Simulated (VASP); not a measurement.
The system is Pb.

```xyz
1
Lattice="0.0000 2.4948 2.4948 2.4948 0.0000 2.4948 2.4948 2.4948 0.0000" Properties=species:S:1:pos:R:3 pbc="T T T"
Pb    0.0000    0.0000    0.0000
```

* Program: VASP 6.6.1
* Task: relaxation of cell and atoms
* Functional: PBE
* Potentials or basis: VASP PAW PBE potentials, release 64 (Pb_d)
* Cutoff: 600 eV
* k mesh: 14 × 14 × 14
* Occupations: gaussian, width 0.1 eV
* Spin: no spin polarisation

At the start: pressure 1.3 GPa; volume 31.05 Å³/atom.

Task: Where does the relaxation end?

Result: Over 15 steps the energy falls by 3.8 meV/atom and the volume is 32.05 Å³/atom (+3.2 %); space group Fm-3m (No. 225, to 0.05 Å).

Step by step:
```tsv
step	energy change (eV)	largest force (eV/Å)	pressure (GPa)	volume (Å³)
1	0.0000	0.0000	1.35	31.05
2	-0.0036	0.0000	-0.31	32.24
3	-0.0038	0.0000	-0.05	31.99
4	-0.0038	0.0000	0.05	31.96
5	-0.0038	0.0000	0.06	31.96
6	-0.0038	0.0000	0.07	31.97
7	-0.0038	0.0000	0.06	31.97
8	-0.0038	0.0000	0.07	31.97
9	-0.0038	0.0000	0.08	31.97
10	-0.0038	0.0000	0.09	31.97
11	-0.0038	0.0000	0.10	31.97
12	-0.0038	0.0000	0.05	31.98
13	-0.0038	0.0000	0.06	31.99
14	-0.0038	0.0000	0.05	32.01
15	-0.0038	0.0000	-0.01	32.05
```

Final structure:
```
CELL_PARAMETERS angstrom
0.00000 2.52106 2.52106
2.52106 0.00000 2.52106
2.52106 2.52106 0.00000
ATOMIC_POSITIONS crystal
Pb 0.00000 0.00000 0.00000
```
